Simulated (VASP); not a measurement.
A run of VASP 6.6.1 is set up as follows.

Contents of INCAR:

```
PREC = Accurate
ENCUT = 600
EDIFF = 1E-6
ISMEAR = 0
SIGMA = 0.01
LREAL = F
LASPH = T
NELM = 60
ALGO = Normal
ISIF = 3
LWAVE = F
LCHARG = F
GGA = PS
IBRION = 2
NSW = 80
EDIFFG = -0.001
PSTRESS = 100.0
```

The input KPOINTS:

```
regular mesh
0
Gamma
  9 9 6
```

Contents of POSCAR:

```
AlN
1.0
    3.0679678205      0.0000000000      0.0000000000
   -1.5339839102      2.6569380705      0.0000000000
    0.0000000000      0.0000000000      4.9126944521
Al N
2 2
Direct
    0.3333333333      0.6666666667      0.0000000000
    0.6666666667      0.3333333333      0.5000000000
    0.3333333333      0.6666666667      0.3820000000
    0.6666666667      0.3333333333      0.8820000000
```

Potentials or basis: VASP PAW PBE potentials, release 64 (Al, N).

The run is started by

```bash
$ cat potpaw_PBE.64/Al/POTCAR potpaw_PBE.64/N/POTCAR > POTCAR
$ mpirun -np 1 vasp_std > vasp.out
```

(1) What does it give for the space group after relaxing (to 0.1 Å)?

(2) Estimate the band gap on the k mesh.

(3) Predict the relaxed cell.

(4) Predict the relaxed volume.

## Answers

(1) P6_3mc (No. 186).

(2) 4.49 eV.

(3) a = 3.070 Å, b = 3.070 Å, c = 4.895 Å, α = 90.00°, β = 90.00°, γ = 120.00°.

(4) 9.99 Å³/atom.

Caveat: the cell is relaxed towards a set pressure, so the run minimises the enthalpy, not the energy; the PAW data sets were made with another functional, which shifts forces and pressure a little; an odd mesh through Γ misses points on the zone boundary, where band edges can lie.
